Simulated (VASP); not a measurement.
# AlNi: single point with PBEsol

The system is AlNi.

```
CELL_PARAMETERS angstrom
2.85146 0.00000 0.00000
0.00000 2.85146 0.00000
0.00000 0.00000 2.89810
ATOMIC_POSITIONS crystal
Al 0.00000 0.00000 0.00000
Ni 0.50000 0.50000 0.50000
```

This cell differs from its parent crystal: uniaxial strain along c: +1.0 %.

```yaml
Program: VASP 6.6.1
Task: single point
Functional: PBEsol
Potentials_or_basis: VASP PAW PBE potentials, release 64 (Al, Ni)
Cutoff: 600 eV
k_mesh: 14 × 14 × 14
Occupations: gaussian, width 0.1 eV
Spin: no spin polarisation
Dipole_correction: no
Further_INCAR_settings: ALGO = Normal; EDIFF = 1e-06; NBANDS = 14
```

```
Pressure               : -0.8 GPa
Band gap on the k mesh : zero (an odd number of electrons rules out a gap without spin polarisation)
```

Stress tensor (GPa, compression positive):
```
-0.38  0.00  0.00
 0.00 -0.38  0.00
 0.00  0.00 -1.50
```

Levels at points of the mesh, in eV from the Fermi level:
| k point | band 3 | band 4 | band 5 | band 6 | band 7 | band 8 | band 9 | band 10 | band 11 | band 12 |
| --- | --- | --- | --- | --- | --- | --- | --- | --- | --- | --- |
| (0.00, 0.00, 0.00) | -3.28 | -1.56 | -1.56 | -1.52 | 5.20 | 5.78 | 5.78 | 8.14 | 8.28 | 14.03 |
| (0.50, 0.00, 0.00) | -2.79 | -2.33 | -2.24 | -1.47 | -0.59 | 8.33 | 9.75 | 10.29 | 10.81 | 11.29 |
| (0.50, 0.50, 0.00) | -2.82 | -2.82 | -2.14 | -2.14 | -0.99 | 1.61 | 2.69 | 12.21 | 15.04 | 15.04 |
| (0.00, 0.00, 0.50) | -2.82 | -2.24 | -2.24 | -1.44 | -0.71 | 8.34 | 10.23 | 10.23 | 11.12 | 11.12 |
| (0.50, 0.00, 0.50) | -2.97 | -2.89 | -2.08 | -2.06 | -1.02 | 1.46 | 2.54 | 12.61 | 15.30 | 15.47 |
| (0.50, 0.50, 0.50) | -4.14 | -1.00 | -0.96 | 1.97 | 2.00 | 2.00 | 3.88 | 4.50 | 4.50 | 4.68 |

Run time: 77 s on 1 thread of Intel Xeon 8259CL (shared host), peak memory 0.24 GiB.

Caveat: the cell differs from its parent crystal (uniaxial strain along c: +1.0 %); the PAW data sets were made with another functional, which shifts forces and pressure a little. Spin polarisation is off, so any magnetic state and its effect on volume and gap are missing.
